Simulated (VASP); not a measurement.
Here is a VASP 6.6.1 calculation.

INCAR

```
  PREC = Accurate
  ENCUT = 520
  EDIFF = 1E-6
  ISMEAR = 0
  SIGMA = 0.05
  LREAL = F
  LASPH = T
  NELM = 60
  ALGO = Normal
  ISIF = 2
  LWAVE = F
  LCHARG = T
  GGA = PS
  LELF = T
  LVHAR = T
  NBANDS = 41
```

KPOINTS

```
regular mesh
0
Gamma
  6 6 6
```

File POSCAR:

```
AlGa3N4
1.0
    4.4676279261      0.0000000000      0.0000000000
    0.0000000000      4.4676279261      0.0000000000
    0.0000000000      0.0000000000      4.4676279261
Al Ga N
1 3 4
Direct
    0.0000000000      0.0000000000      0.0000000000
    0.5000000000      0.5000000000      0.0000000000
    0.5000000000      0.0000000000      0.5000000000
    0.0000000000      0.5000000000      0.5000000000
    0.7550309220      0.7075488940      0.2924511060
    0.7550309220      0.2449690780      0.7550309220
    0.2449690780      0.7550309220      0.7550309220
    0.2449690780      0.2449690780      0.2449690780
```

Potentials or basis: VASP PAW PBE potentials, release 64 (Al, Ga_d, N).

Command:

```sh
$ cat potpaw_PBE.64/Al/POTCAR potpaw_PBE.64/Ga_d/POTCAR potpaw_PBE.64/N/POTCAR > POTCAR
$ mpirun -np 1 vasp_std > vasp.out
```

Predict the largest force.

6.673 eV/Å.

Estimate the pressure.

3.0 GPa.

Estimate the band gap on the k mesh.

2.11 eV.

Forces on the atoms (eV/Å):
```
Al  -0.260 -0.576  0.576
Ga   0.104 -0.130  0.231
Ga   0.104 -0.231  0.130
Ga   2.557 -2.314  2.314
N   -2.517  4.370 -4.370
N   -0.030 -0.604  0.604
N    0.021  0.049  0.564
N    0.021 -0.564 -0.049
```

Caveat: the cell differs from its parent crystal (atom 5 (N) moved -0.300 Å towards its neighbour atom 6 (N) at 3.096 Å); the cell stands under pressure; the PAW data sets were made with another functional, which shifts forces and pressure a little.
